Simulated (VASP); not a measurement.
Ge: single point with PBEsol+D3(BJ)

Ge:

```
Ge
1.0
     0.00000    2.88574    5.11566
     2.63050    0.00000    5.11566
     2.63050    2.88574    0.00000
Ge
4
Cartesian
  2.6305 2.8857 7.9995
  2.6305 2.8857 2.2318
  2.6305 1.5786 5.1157
  2.6305 4.1929 5.1157
```

```yaml
Program: VASP 6.6.1
Task: single point
Functional: PBEsol
Dispersion: D3(BJ)
Potentials_or_basis: VASP PAW PBE potentials, release 64 (Ge_d)
Cutoff: 520 eV
k_mesh: 7 × 7 × 7
Occupations: gaussian, width 0.3 eV
Spin: no spin polarisation
```

The pressure is -6.4 GPa, the largest force is 0.048 eV/Å and the band gap on the k mesh is zero (bands 28 and 29 overlap by 2.71 eV). The dispersion energy per atom is -0.317 eV.

Forces on the atoms (eV/Å):
```
Ge   0.000  0.000 -0.048
Ge   0.000  0.000  0.048
Ge   0.000  0.028  0.000
Ge   0.000 -0.028  0.000
```

Stress tensor (GPa, compression positive):
```
-6.66  0.00  0.00
 0.00 -5.83  0.00
 0.00  0.00 -6.60
```

Levels at points of the mesh, in eV from the Fermi level:
| k point | band 26 | band 27 | band 28 | band 29 | band 30 | band 31 |
| --- | --- | --- | --- | --- | --- | --- |
| (0.00, 0.00, 0.00) | -2.28 | -1.92 | -1.76 | -1.53 | 2.96 | 3.73 |

Wall time 2.4 min on 1 thread of Intel(R) Xeon(R) Platinum 8559C (Emerald Rapids), with other jobs on the host, peak memory 0.32 GiB.

Caveat: the cell stands under tension; so wide a smearing shifts energies and pressures; the PAW data sets were made with another functional, which shifts forces and pressure a little.
